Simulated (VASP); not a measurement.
Runs of VASP 6.6.1 on MgO. The structure is that of space group Fm-3m (No. 225), or close to it. The cells are those of the table. 

| task | cell | k mesh | cutoff (eV) | smearing | ions in elastic constants | gap on the mesh (eV) | pressure (GPa) |
| --- | --- | --- | --- | --- | --- | --- | --- |
| single point | a = 2.924 Å, angles 60.0°, 2 atoms | 10 × 10 × 10 | 520 | gaussian 0.01 eV | - | 5.18 | 9.6 |
| single point | a = 2.940 Å, angles 60.0°, 2 atoms | 10 × 10 × 10 | 520 | gaussian 0.01 eV | - | 5.02 | 6.6 |
| relaxation of cell and atoms | relaxed to 1 GPa from a = 2.980 Å, angles 60.0°, 2 atoms | 10 × 10 × 10 | 600 | gaussian 0.01 eV | - | (a) | 1.0 |
| single point | a = 2.901 Å, angles 60.0°, 2 atoms | 10 × 10 × 10 | 520 | gaussian 0.01 eV | - | (b) | 14.7 |
| single point | a = 2.956 Å, angles 60.0°, 2 atoms | 10 × 10 × 10 | 520 | gaussian 0.01 eV | - | 4.86 | 3.5 |
| relaxation of cell and atoms | relaxed from a = 2.982 Å, angles 60.0°, 2 atoms | 20 × 20 × 20 | 600 | fermi-dirac 0.08 eV | - | 4.66 | 0.0 |
| single point | a = 2.968 Å, angles 60.0°, 2 atoms | 10 × 10 × 10 | 520 | gaussian 0.01 eV | - | 4.74 | 1.5 |

Alike in all rows: level PBEsol; potentials or basis VASP PAW PBE potentials, release 64 (Mg, O); no spin polarisation.

**Question.** Estimate the missing entries.

**Answer.** (a) 4.72; (b) 5.44.

Caveats: the PAW data sets were made with another functional, which shifts forces and pressure a little; the cell is relaxed towards a set pressure, so the enthalpy falls and the energy may rise (some runs).

A k mesh can miss the band edges.
